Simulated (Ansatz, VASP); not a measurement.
**One calculation of SrTiO3, two programs**

```
Sr Ti O
1.0
     3.90500    0.03905    0.03905
     0.03905    3.90500    0.03905
     0.03905    0.03905    3.90500
Sr Ti O
1 1 3
Direct
  0.00000 0.00000 0.00000
  0.50000 0.50000 0.50000
  0.00000 0.50000 0.50000
  0.50000 0.00000 0.50000
  0.50000 0.50000 0.00000
```

Change from the starting cell: equal xy, yz and zx shear strains of +2 %, crystal datasets.

Alike in both runs: task electric field gradients; functional PBEsol; k mesh 7 × 7 × 7; occupations fermi-dirac, width 0.05 eV; no spin polarisation.

```csv
,VASP,Ansatz
version,VASP 6.6.1,Ansatz 0.2.0
potentials or method,"VASP PAW PBE potentials, release 64 (Sr_sv, Ti_sv, O), cutoff 520 eV","all-electron PAW with datasets made for the crystal, scalar-relativistic"
```

|  | VASP | Ansatz | Ansatz less VASP |
| --- | --- | --- | --- |
| gap on the k mesh at the Fermi level (eV) | 1.81 | 1.84 | +0.026 |
| pressure (GPa) | -1.2 | -1.9 | -0.68 |
| traceless stress, the component that is largest in VASP (GPa) | -2.23 | -2.22 | +0.008 |
| size of Vzz on the site where it differs most (V/Å²) | 10.4 | 11.2 | +0.74 |

VASP's potentials were made for PBE, not for PBEsol. Ansatz ran all-electron here, and VASP with PAW potentials.
